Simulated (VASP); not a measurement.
Runs of VASP 6.6.1 on SrSi3. The structure is that of space group P6_3/mmc (No. 194), or close to it. The cells are those of the table. 

```csv
task,cell,k mesh,cutoff (eV),gap on the mesh (eV),pressure (GPa),largest force (eV/Å)
relaxation of cell and atoms,"relaxed from a = 6.086, b = 6.086, c = 4.885 Å, angles 90.0, 90.0, 120.0°, 8 atoms",3 × 3 × 4,600,none,0.0,0.03
single point,"a = 6.086, b = 6.086, c = 4.885 Å, angles 90.0, 90.0, 120.0°, 8 atoms",3 × 3 × 4,520,none,2.0,(a)
single point,"a = 6.524, b = 6.524, c = 4.656 Å, angles 90.0, 90.0, 120.0°, 8 atoms",6 × 6 × 8,520,none,0.0,0.02
single point,"a = 6.663, b = 6.663, c = 4.433 Å, angles 90.0, 90.0, 120.0°, 8 atoms",3 × 3 × 4,520,none,-0.1,0.03
```

Alike in all rows: level PBE; potentials or basis VASP PAW PBE potentials, release 64 (Sr_sv, Si); no spin polarisation; smearing gaussian 0.1 eV.

Task: Fill in the values left out.

Result: (a) 1.60.

Caveats: some runs use coarse meshes; forces of over 1 eV/Å act on the atoms, so gaps and moduli don't describe the material at rest (some runs).

A k mesh can miss the band edges, and the runs leave out spin-orbit coupling on Sr.

A gap of «none» marks levels without a gap at the run's occupations.
